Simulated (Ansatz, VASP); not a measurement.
One calculation of Mg2H, two programs

```xyz
3
Lattice="0.0000 2.9452 2.9452 2.9452 0.0000 2.9452 2.9452 2.9452 0.0000" Properties=species:S:1:pos:R:3 pbc="T T T"
Mg    1.4726    1.4726    1.4726
Mg    4.4179    4.4179    4.4179
H     0.0000    0.0000    0.0000
```

Alike in both runs: functional PBE; k mesh 6 × 6 × 6; occupations gaussian, width 0.1 eV; no spin polarisation.

Ansatz relaxed the structure, and its values are those at the end. VASP's run is a single point on that final structure, the one shown.

|  | VASP | Ansatz |
| --- | --- | --- |
| version | VASP 6.6.1 | Ansatz 0.2.0 |
| potentials or method | VASP PAW PBE potentials, release 64 (Mg, H), cutoff 520 eV | scalar-relativistic, plane waves, PAW |
| valence electrons in the cell | 5 | 21 |

VASP gave:

```
gap on the k mesh at the Fermi level (eV) : none
pressure (GPa)                            : -0.1
```

Task: What did Ansatz give for the same quantities?

Result: gap on the k mesh at the Fermi level (eV): none; pressure (GPa): 0.0.

A gap of «none» marks a metal or a gap that the smearing closes. The functional is the same, so the differences come from potentials, cutoffs and numerics. VASP's potentials hold 5 valence electrons a cell and Ansatz's 21, so a difference there can come from the potentials and not from the codes.
